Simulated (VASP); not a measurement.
# PbS in VASP: a series of runs, part 2 of 2

VASP 6.6.1. Earlier steps stand in the parts before.

### 3 Electric field gradients, PBEsol (zz strain of -1 %)

The input, INCAR:

```
PREC = Accurate
ENCUT = 520
EDIFF = 1E-8
ISMEAR = -1
SIGMA = 0.01
LREAL = False
LASPH = True
NELM = 100
ALGO = Normal
ISIF = 2
LWAVE = False
LCHARG = False
GGA = PS
LEFG = True
NBANDS = 28
```

The input, KPOINTS:

```
regular mesh
0
Gamma
  7 7 3
```

The input, POSCAR:

```
PbS
1.0
    2.9405000000     -2.9000000000      0.0000000000
    2.9405000000      2.9000000000      0.0000000000
   -1.0800500000      0.0000000000     11.5921971000
Pb S
2 2
Direct
    0.7756000000      0.7756000000      0.6363800000
    0.2244000000      0.2244000000      0.3636200000
    0.2684000000      0.2684000000      0.5986000000
    0.7316000000      0.7316000000      0.4014000000
```

Potentials or basis: VASP PAW PBE potentials, release 64 (Pb_d, S).

Started as:

```
cat potpaw_PBE.64/Pb_d/POTCAR potpaw_PBE.64/S/POTCAR > POTCAR
mpirun -np 1 vasp_std > vasp.out
```

OUTCAR:

```text
PREC = Accurate
   ENCUT = 520
   EDIFF = 1E-8
   ISMEAR = -1
   LREAL = False
   LASPH = True
   NELM = 100
   ISIF = 2
   GGA = PS

 ion  position               nearest neighbor table
   1  0.776  0.776  0.636-   4 2.72   3 2.93   3 2.93   3 2.97   3 2.97
   2  0.224  0.224  0.364-   3 2.72   4 2.93   4 2.93   4 2.97   4 2.97
   3  0.268  0.268  0.599-   2 2.72   1 2.93   1 2.93   1 2.97   1 2.97
   4  0.732  0.732  0.401-   1 2.72   2 2.93   2 2.93   2 2.97   2 2.97

  LATTYP: Found a base centered monoclinic cell.
 ALAT       =     5.8810000000
 B/A-ratio  =     0.9862268322
 C/A-ratio  =     1.9796637888
 COS(beta)  =    -0.0927686513

  Lattice vectors:

 A1 = (   2.9405000000,  -2.9000000000,   0.0000000000)
 A2 = (   2.9405000000,   2.9000000000,   0.0000000000)
 A3 = (  -1.0800500000,   0.0000000000,  11.5921971000)

Analysis of symmetry for initial positions (statically):
=====================================================================
 Subroutine PRICEL returns:
 Original cell was already a primitive cell.

 Routine SETGRP: Setting up the symmetry group for a
 base centered monoclinic supercell.

 Subroutine GETGRP returns: Found  4 space group operations
 (whereof  4 operations were pure point group operations)
 out of a pool of  4 trial point group operations.

The static configuration has the point symmetry C_2h.

Analysis of symmetry for dynamics (positions and initial velocities):
=====================================================================
 Subroutine PRICEL returns:
 Original cell was already a primitive cell.

 Routine SETGRP: Setting up the symmetry group for a
 base centered monoclinic supercell.

 Subroutine GETGRP returns: Found  4 space group operations
 (whereof  4 operations were pure point group operations)
 out of a pool of  4 trial point group operations.

The dynamic configuration has the point symmetry C_2h.

 Subroutine INISYM returns: Found  4 space group operations
 (whereof  4 operations are pure point group operations),
 and found     1 'primitive' translations

----------------------------------------------------------------------------------------

                                     Primitive cell

  volume of cell :     197.7038

  direct lattice vectors                    reciprocal lattice vectors
     2.940500000 -2.900000000  0.000000000     0.170039109 -0.172413793  0.015842617
     2.940500000  2.900000000  0.000000000     0.170039109  0.172413793  0.015842617
    -1.080050000  0.000000000 11.592197100     0.000000000  0.000000000  0.086264924

  length of vectors
     4.129956447  4.129956447 11.642402742     0.242674274  0.242674274  0.086264924

  position of ions in fractional coordinates (direct lattice)
     0.775600000  0.775600000  0.636380000
     0.224400000  0.224400000  0.363620000
     0.268400000  0.268400000  0.598600000
     0.731600000  0.731600000  0.401400000

  ion indices of the primitive-cell ions
[... 88 lines left out ...]
   NELECT =      40.0000    total number of electrons
   NUPDOWN=      -1.0000    fix difference up-down
   EMIN   =  10.00;   EMAX   =-10.00  energy-range for DOS
   EFERMI =   0.00;   METHOD = LEGACY
   ISMEAR =    -1;   SIGMA  =   0.01  broadening in eV -4-tet -1-fermi 0-gaus
   EFERMI_NEDOS =   21; number of points for ismear=-14 and -15
   IALGO  =     38    algorithm
   IMIX   =      4    mixing-type and parameters
     AMIX     =   0.40;   BMIX     =  1.00
     AMIX_MAG =   1.60;   BMIX_MAG =  1.00
  volume/ion in A,a.u.               =      49.43       333.54
  Fermi-wavevector in a.u.,A,eV,Ry     =   0.961073  1.816165 12.567183  0.923662
  Thomas-Fermi vector in A             =   2.090413
   LORBIT       =      0    0 simple, 1 ext, 2 COOP (PROOUT), +10 PAW based schemes
   GGA     = PS    functional components
   LHFCALC =     F    Hartree Fock is set to
   AEXX    =    0.0000 exact exchange contribution
   IVDW    =     0    specifies the selected vdW correction
   LEPSILON=     F    determine dielectric tensor
   LRPA    =     F    only Hartree local field effects (RPA)
 non-spin polarized calculation
  energy-cutoff  :      520.00
  volume of cell :      197.70
 maximum number of plane-waves:      5344
   NGX = 15   NGY = 15   NGZ = 43

 number of electron      40.0000004 magnetization

 Free energy of the ion-electron system (eV)
  ---------------------------------------------------
  ext. energy  EPLUGINS =         0.00000000
  ---------------------------------------------------
  free energy    TOTEN  =       -18.44243349 eV

  energy without entropy =      -18.44243349  energy(sigma->0) =      -18.44243349

 E-fermi :   0.9265     XC(G=0):  -5.9930

 val. band max:        0.6619766257   @ k =   0.0000   0.0000   0.0000
 cond. band min:       1.9841341468   @ k =   0.0000   0.0000   0.3333
 fundamental gap:      1.3221575210
 Fermi energy:         0.9265205569

 k-point     1 :       0.0000    0.0000    0.0000
  band No.  band energies     occupation
      1     -15.6122      2.00000
      2     -15.5214      2.00000
      3     -15.5170      2.00000
      4     -15.5117      2.00000
      5     -15.4783      2.00000
      6     -15.4740      2.00000
[... 733 lines left out ...]
     27       5.8176      0.00000
     28       7.2868      0.00000

 [... further k-points ...]

------------------------ aborting loop because EDIFF is reached ----------------------------------------

  FORCE on cell =-STRESS in cart. coord.  units (eV):
  Direction    XX          YY          ZZ          XY          YZ          ZX
  --------------------------------------------------------------------------------------
  -------------------------------------------------------------------------------------
  Total       -1.1056337     -0.0321412     -2.1206264      0.0000000      0.0000000     -0.0122632
  in kB       -8.9599776     -0.2604704    -17.1854070      0.0000000      0.0000000     -0.0993799
  external PRESSURE =      -8.8019516 kB  Pullay stress =       0.0000000 kB

 VOLUME and BASIS-vectors are now :
 -----------------------------------------------------------------------------
  energy-cutoff  :      520.00
  volume of cell :      197.70
      direct lattice vectors                 reciprocal lattice vectors
     2.940500000 -2.900000000  0.000000000     0.170039109 -0.172413793  0.015842617
     2.940500000  2.900000000  0.000000000     0.170039109  0.172413793  0.015842617
    -1.080050000  0.000000000 11.592197100     0.000000000  0.000000000  0.086264924

 POSITION                                       TOTAL-FORCE (eV/Angst)
 -----------------------------------------------------------------------------------
      3.87398      0.00000      7.37704        -0.001531      0.000000     -0.570167
      0.92697      0.00000      4.21515         0.001531      0.000000      0.570167
      0.93194      0.00000      6.93909        -0.003884      0.000000     -0.118249
      3.86901      0.00000      4.65311         0.003884      0.000000      0.118249
 -----------------------------------------------------------------------------------
    total drift:                                0.000000      0.000000      0.000000

  FREE ENERGIE OF THE ION-ELECTRON SYSTEM (eV)
  ---------------------------------------------------
  free  energy   TOTEN  =       -18.4424334853 eV

  energy  without entropy=      -18.4424334853  energy(sigma->0) =      -18.44243349

 Electric field gradients (V/A^2)
---------------------------------------------------------------------
 ion       V_xx      V_yy      V_zz      V_xy      V_xz      V_yz
---------------------------------------------------------------------
   1     109.430    52.101  -161.532    -0.000     0.338     0.000
   2     109.430    52.101  -161.532    -0.000     0.338     0.000
   3       1.258    -0.872    -0.386    -0.000     0.235    -0.000
   4       1.258    -0.872    -0.386    -0.000     0.235     0.000
---------------------------------------------------------------------

 Electric field gradients after diagonalization (V/A^2)
 (convention: |V_zz| > |V_xx| > |V_yy|)
----------------------------------------------------------------------
 ion       V_xx      V_yy      V_zz     asymmetry (V_yy - V_xx)/ V_zz
----------------------------------------------------------------------
   1     109.431    52.101  -161.532       0.355
   2     109.431    52.101  -161.532       0.355
   3      -0.872    -0.419     1.291       0.351
   4      -0.872    -0.419     1.291       0.351
----------------------------------------------------------------------

           NMR quadrupolar parameters

 Cq : quadrupolar parameter    Cq=e*Q*V_zz/h
 eta: asymmetry parameters     (V_yy - V_xx)/ V_zz
 Q  : nuclear electric quadrupole moment in mb (millibarn)
----------------------------------------------------------------------
 ion       Cq(MHz)       eta       Q (mb)
----------------------------------------------------------------------
   1      -0.391       0.355       1.000
   2      -0.391       0.355       1.000
   3       0.003       0.351       1.000
   4       0.003       0.351       1.000
----------------------------------------------------------------------
```

OSZICAR:

```text
N       E                     dE             d eps       ncg     rms          rms(c)
DAV:   1     0.406109786110E+03    0.40611E+03   -0.17788E+04  2496   0.130E+03
DAV:   2     0.320013959827E+02   -0.37411E+03   -0.36256E+03  2632   0.352E+02
[... 12 lines left out ...]
DAV:  15    -0.184424320307E+02   -0.12030E-03   -0.53388E-05  2700   0.378E-02    0.732E-03
DAV:  16    -0.184424334754E+02   -0.14447E-05   -0.55094E-06  3292   0.142E-02    0.537E-03
DAV:  17    -0.184424334975E+02   -0.22167E-07   -0.29861E-07  2512   0.310E-03    0.248E-03
DAV:  18    -0.184424334775E+02    0.20021E-07   -0.26611E-07  2244   0.286E-03    0.126E-03
DAV:  19    -0.184424334897E+02   -0.12144E-07   -0.36957E-08  3000   0.109E-03    0.747E-04
DAV:  20    -0.184424334853E+02    0.43674E-08   -0.42848E-09  2032   0.468E-04
   1 F= -.18442433E+02 E0= -.18442433E+02  d E =-.358255E-13
```

stdout:

```text
POSCAR found type information on POSCAR PbS
 POSCAR found :  2 types and       4 ions
 scaLAPACK will be used
 -----------------------------------------------------------------------------
|                                                                             |
|                                                                             |
|     You enforced a specific xc type in the INCAR file but a different       |
|     I HOPE YOU KNOW WHAT YOU ARE DOING!                                     |
|                                                                             |
 -----------------------------------------------------------------------------

 LDA part: xc-table for (Slater+PW92), standard interpolation
 POSCAR, INCAR and KPOINTS ok, starting setup
 FFT: planning ... GRIDC
 FFT: planning ... GRID_SOFT
 FFT: planning ... GRID
 WAVECAR not read
 entering main loop
ion   1

ion   2

ion   3

ion   4
```

Run time: 7.1 min. Hardware: 1 thread of Intel Xeon 8259CL, shared host; peak memory 0.41 GiB.

Results:

* Free energy: -18.4424 eV
* Largest force: 0.570 eV/Å
* Band gap on the k mesh: 1.32 eV
* Largest electric field gradient by atom: Pb -161.5; S +1.3 V/Å²

Forces in eV/Å, atoms in the order of the input:
```
Pb  -0.002  0.000 -0.570
Pb   0.002  0.000  0.570
S   -0.004  0.000 -0.118
S    0.004  0.000  0.118
```

Levels at points of the mesh, in eV from the valence-band top:
```
           k point  band 18  band 19  band 20  band 21  band 22  band 23
(0.00, 0.00, 0.00)    -1.45    -1.33     0.00     1.42     3.18     4.82
```

Electric field gradients, principal values (V/Å²):
```tsv
atom	least	middle	greatest (by size)
1 Pb	52.101	109.431	-161.532
2 Pb	52.101	109.431	-161.532
3 S	-0.419	-0.872	1.291
4 S	-0.419	-0.872	1.291
```

Caveat: the cell differs from its parent crystal (zz strain of -1 %); without QUAD_EFG the Cq values of the log hold for a quadrupole moment of 1 mb, not for the nuclei; the PAW data sets were made with another functional, which shifts forces and pressure a little; spin-orbit coupling is left out, which moves the levels of the heavy elements.

### 4 Electric field gradients, PBEsol (52.92 Å³/atom)

This run uses another cell than the first one.

The input, INCAR:

```
ALGO = Normal
EDIFF = 1E-8
ENCUT = 520
GGA = PS
ISIF = 2
ISMEAR = -1
LASPH = True
LCHARG = False
LEFG = True
LREAL = False
LWAVE = False
NBANDS = 28
NELM = 80
PREC = Accurate
SIGMA = 0.01
```

The input, KPOINTS:

```
k-points
0
Gamma
  7 7 3
```

The input, POSCAR:

```
PbS
1.0
    2.9981715043     -2.9568771850      0.0000000000
    2.9981715043      2.9568771850      0.0000000000
   -1.1012328289      0.0000000000     11.9389422255
Pb S
2 2
Direct
    0.7756000000      0.7756000000      0.6363800000
    0.2244000000      0.2244000000      0.3636200000
    0.2684000000      0.2684000000      0.5986000000
    0.7316000000      0.7316000000      0.4014000000
```

Potentials or basis: VASP PAW PBE potentials, release 64 (Pb_d, S).

Started as:

```
cat potpaw_PBE.64/Pb_d/POTCAR potpaw_PBE.64/S/POTCAR > POTCAR
mpirun -np 1 vasp_std > vasp.out
```

OUTCAR:

```text
EDIFF = 1E-8
   ENCUT = 520
   GGA = PS
   ISIF = 2
   ISMEAR = -1
   LASPH = True
   LREAL = False
   NELM = 80
   PREC = Accurate

 ion  position               nearest neighbor table
   1  0.776  0.776  0.636-   4 2.81   3 2.99   3 2.99   3 3.03   3 3.03
   2  0.224  0.224  0.364-   3 2.81   4 2.99   4 2.99   4 3.03   4 3.03
   3  0.268  0.268  0.599-   2 2.81   1 2.99   1 2.99   1 3.03   1 3.03
   4  0.732  0.732  0.401-   1 2.81   2 2.99   2 2.99   2 3.03   2 3.03

  LATTYP: Found a base centered monoclinic cell.
 ALAT       =     5.9963430086
 B/A-ratio  =     0.9862268322
 C/A-ratio  =     1.9994891547
 COS(beta)  =    -0.0918488301

  Lattice vectors:

 A1 = (   2.9981715043,  -2.9568771850,   0.0000000000)
 A2 = (   2.9981715043,   2.9568771850,   0.0000000000)
 A3 = (  -1.1012328289,   0.0000000000,  11.9389422255)

Analysis of symmetry for initial positions (statically):
=====================================================================
 Subroutine PRICEL returns:
 Original cell was already a primitive cell.

 Routine SETGRP: Setting up the symmetry group for a
 base centered monoclinic supercell.

 Subroutine GETGRP returns: Found  4 space group operations
 (whereof  4 operations were pure point group operations)
 out of a pool of  4 trial point group operations.

The static configuration has the point symmetry C_2h.

Analysis of symmetry for dynamics (positions and initial velocities):
=====================================================================
 Subroutine PRICEL returns:
 Original cell was already a primitive cell.

 Routine SETGRP: Setting up the symmetry group for a
[... 911 lines left out ...]

  FORCE on cell =-STRESS in cart. coord.  units (eV):
  Direction    XX          YY          ZZ          XY          YZ          ZX
  --------------------------------------------------------------------------------------
  -------------------------------------------------------------------------------------
  Total       -3.1540999     -2.3118758     -4.0858140      0.0000000      0.0000000     -0.0128307
  in kB      -23.8726383    -17.4980431    -30.9245629      0.0000000      0.0000000     -0.0971125
  external PRESSURE =     -24.0984148 kB  Pullay stress =       0.0000000 kB

 VOLUME and BASIS-vectors are now :
 -----------------------------------------------------------------------------
  energy-cutoff  :      520.00
  volume of cell :      211.68
      direct lattice vectors                 reciprocal lattice vectors
     2.998171504 -2.956877185  0.000000000     0.166768312 -0.169097317  0.015382497
     2.998171504  2.956877185  0.000000000     0.166768312  0.169097317  0.015382497
    -1.101232829  0.000000000 11.938942225     0.000000000  0.000000000  0.083759514

 POSITION                                       TOTAL-FORCE (eV/Angst)
 -----------------------------------------------------------------------------------
      3.94996      0.00000      7.59770        -0.000372      0.000000     -1.025433
      0.94515      0.00000      4.34124         0.000372      0.000000      1.025433
      0.95022      0.00000      7.14665        -0.005269      0.000000     -0.296091
      3.94489      0.00000      4.79229         0.005269      0.000000      0.296091
 -----------------------------------------------------------------------------------
    total drift:                                0.000000      0.000000      0.000000

  FREE ENERGIE OF THE ION-ELECTRON SYSTEM (eV)
  ---------------------------------------------------
  free  energy   TOTEN  =       -18.2879785791 eV

  energy  without entropy=      -18.2879785791  energy(sigma->0) =      -18.28797858

 Electric field gradients (V/A^2)
---------------------------------------------------------------------
 ion       V_xx      V_yy      V_zz      V_xy      V_xz      V_yz
---------------------------------------------------------------------
   1      86.941    32.649  -119.590    -0.000     0.340     0.000
   2      86.941    32.649  -119.590     0.000     0.340     0.000
   3       0.964    -0.565    -0.399    -0.000     0.224     0.000
   4       0.964    -0.565    -0.399    -0.000     0.224     0.000
---------------------------------------------------------------------

 Electric field gradients after diagonalization (V/A^2)
 (convention: |V_zz| > |V_xx| > |V_yy|)
----------------------------------------------------------------------
 ion       V_xx      V_yy      V_zz     asymmetry (V_yy - V_xx)/ V_zz
----------------------------------------------------------------------
   1      86.942    32.649  -119.591       0.454
   2      86.942    32.649  -119.591       0.454
   3      -0.565    -0.435     1.000       0.130
   4      -0.565    -0.435     1.000       0.130
----------------------------------------------------------------------

           NMR quadrupolar parameters

 Cq : quadrupolar parameter    Cq=e*Q*V_zz/h
 eta: asymmetry parameters     (V_yy - V_xx)/ V_zz
 Q  : nuclear electric quadrupole moment in mb (millibarn)
----------------------------------------------------------------------
 ion       Cq(MHz)       eta       Q (mb)
----------------------------------------------------------------------
   1      -0.289       0.454       1.000
   2      -0.289       0.454       1.000
   3       0.002       0.130       1.000
   4       0.002       0.130       1.000
----------------------------------------------------------------------
```

stdout:

```text
POSCAR found type information on POSCAR PbS
 POSCAR found :  2 types and       4 ions
 scaLAPACK will be used
 -----------------------------------------------------------------------------
|                                                                             |
|                                                                             |
|     You enforced a specific xc type in the INCAR file but a different       |
|     I HOPE YOU KNOW WHAT YOU ARE DOING!                                     |
|                                                                             |
 -----------------------------------------------------------------------------

 LDA part: xc-table for (Slater+PW92), standard interpolation
 POSCAR, INCAR and KPOINTS ok, starting setup
 FFT: planning ... GRIDC
 FFT: planning ... GRID_SOFT
 FFT: planning ... GRID
 WAVECAR not read
 entering main loop
ion   1

ion   2

ion   3

ion   4
```

Run time: 6.1 min. Hardware: 1 thread of AMD EPYC 7R13, shared host; peak memory 0.39 GiB.

Results:

- Free energy: -18.2880 eV
- Largest force: 1.025 eV/Å
- Band gap on the k mesh: 1.36 eV
- Largest electric field gradient by atom: Pb -119.6; S +1.0 V/Å²

Forces on the atoms (eV/Å):
```
Pb   0.000  0.000 -1.025
Pb   0.000  0.000  1.025
S   -0.005  0.000 -0.296
S    0.005  0.000  0.296
```

Electric field gradients, principal values (V/Å²):
```tsv
atom	least	middle	greatest (by size)
1 Pb	32.649	86.942	-119.591
2 Pb	32.649	86.942	-119.591
3 S	-0.435	-0.565	1.000
4 S	-0.435	-0.565	1.000
```

Caveat: without QUAD_EFG the Cq values of the log hold for a quadrupole moment of 1 mb, not for the nuclei; the PAW data sets were made with another functional, which shifts forces and pressure a little; spin-orbit coupling is left out, which moves the levels of the heavy elements.

### 5 The runs side by side

| cell | gap on the mesh (eV) | largest force (eV/Å) |
| --- | --- | --- |
| a = 4.184, b = 4.184, c = 11.914 Å, angles 93.7, 93.7, 89.2°, 4 atoms | 1.33 | 0.92 |
| a = 4.130, b = 4.130, c = 11.642 Å, angles 93.8, 93.8, 89.2°, 4 atoms | 1.32 | 0.57 |
| a = 4.211, b = 4.211, c = 11.990 Å, angles 93.7, 93.7, 89.2°, 4 atoms | 1.36 | 1.03 |

Alike in all rows: task electric field gradients; level PBEsol; potentials or basis VASP PAW PBE potentials, release 64 (Pb_d, S); no spin polarisation; k mesh 7 × 7 × 3; cutoff (eV) 520; smearing fermi-dirac 0.01 eV.

Caveats: the PAW data sets were made with another functional, which shifts forces and pressure a little; spin-orbit coupling is left out, which moves the levels of the heavy elements.

Total energies depend on the potentials used, so only differences within one code and one set of settings carry meaning.
